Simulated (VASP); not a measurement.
Here is a VASP 6.6.1 calculation.

The input INCAR:

```
ALGO     = Normal         # electronic algorithm
EDIFF    = 1E-6           # SCF threshold, eV
ENCUT    = 520            # plane-wave cutoff, eV
GGA      = PS             # functional
ISIF     = 2              # what is computed and relaxed
ISMEAR   = 0              # smearing method
ISYM     = 0            
LASPH    = True           # aspherical terms in the spheres
LCHARG   = False          # write CHGCAR
LREAL    = Auto         
LWAVE    = False          # write WAVECAR
NBANDS   = 74             # bands
NELM     = 100            # most SCF steps
PREC     = Accurate       # precision mode
SIGMA    = 0.1            # smearing width, eV
```

File KPOINTS:

```
Automatic mesh
0
Gamma
  2 2 2
  0.5 0.5 0.5
```

POSCAR

```
ZrB
1.0
   -4.6500000000      4.6500000000      0.0000000000
   -4.6500000000      0.0000000000      4.6500000000
    0.0000000000      4.6500000000      4.6500000000
Zr B
8 8
Direct
    0.0000000000      0.0000000000      0.0000000000
    0.5000000000      0.0000000000      0.0000000000
    0.0000000000      0.5000000000      0.0000000000
    0.0000000000      0.0000000000      0.5000000000
    0.5000000000      0.5000000000      0.0000000000
    0.5000000000      0.0000000000      0.5000000000
    0.0000000000      0.5000000000      0.5000000000
    0.5000000000      0.5000000000      0.5000000000
    0.7500000000      0.7500000000      0.7500000000
    0.2500000000      0.7500000000      0.7500000000
    0.7500000000      0.2500000000      0.7500000000
    0.7500000000      0.7500000000      0.2500000000
    0.2500000000      0.2500000000      0.7500000000
    0.2500000000      0.7500000000      0.2500000000
    0.7500000000      0.2500000000      0.2500000000
    0.2500000000      0.2500000000      0.2500000000
```

Potentials or basis: VASP PAW PBE potentials, release 64 (Zr_sv, B).

Run with:

```bash
$ cat potpaw_PBE.64/Zr_sv/POTCAR potpaw_PBE.64/B/POTCAR > POTCAR
$ mpirun -np 1 vasp_std > vasp.out
```

Problem. What does it give for the band gap on the k mesh?

Solution. Zero (bands 60 and 61 overlap by 1.53 eV).

Problem. Estimate the pressure.

Solution. 29.8 GPa.

Caveat: the k points lie up to 0.59 Å⁻¹ apart, too coarse for converged energies and pressures of a metal; the PAW data sets were made with another functional, which shifts forces and pressure a little.
